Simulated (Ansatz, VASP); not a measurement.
Au: VASP beside Ansatz

INCAR

```
PREC = Accurate
ENCUT = 520
EDIFF = 1E-7
ISMEAR = -1
SIGMA = 0.08
LREAL = F
LASPH = T
NELM = 60
ALGO = Normal
ISIF = 2
LWAVE = F
LCHARG = F
GGA = PE
NBANDS = 12
```

File KPOINTS:

```
Automatic mesh
0
Gamma
  14 14 14
```

Contents of POSCAR:

```
Au
1.0
    0.0000000000      2.0590467524      2.0590467524
    2.0590467524      0.0000000000      2.0590467524
    2.0590467524      2.0590467524      0.0000000000
Au
1
Direct
    0.0000000000      0.0000000000      0.0000000000
```

Input for Ansatz:

```yaml
crystal:
  lattice:
    - [0.0, 2.0590467524, 2.0590467524]
    - [2.0590467524, 0.0, 2.0590467524]
    - [2.0590467524, 2.0590467524, 0.0]
  atoms:
    - { symbol: Au, position: [0.0, 0.0, 0.0] }
kpoints:
  mp_grid: { grid: [14, 14, 14] }
scf:
  occupations: { method: fermi_dirac, width: 0.08 }
hamiltonian:
  xc: pbe
  pseudopotentials: { kind: all_electron, lapw: { basis_error: 0.00025 } }
output:
  forces: true
  stress: true
  eigenvalues: true
```

Change from the starting cell: volume scaled by 1.02.

Alike in both runs: task single point; functional PBE; k mesh 14 × 14 × 14; occupations fermi-dirac, width 0.08 eV; no spin polarisation.

```csv
,VASP,Ansatz
version,VASP 6.6.1,Ansatz 0.2.0
potentials or method,"VASP PAW PBE potentials, release 64 (Au), cutoff 520 eV","all-electron LAPW, scalar-relativistic"
```

|  | VASP | Ansatz | Ansatz less VASP |
| --- | --- | --- | --- |
| pressure (GPa) | 4.1 | 4.3 | +0.26 |

Ansatz ran all-electron here, and VASP with PAW potentials.

Spin-orbit coupling is off throughout.
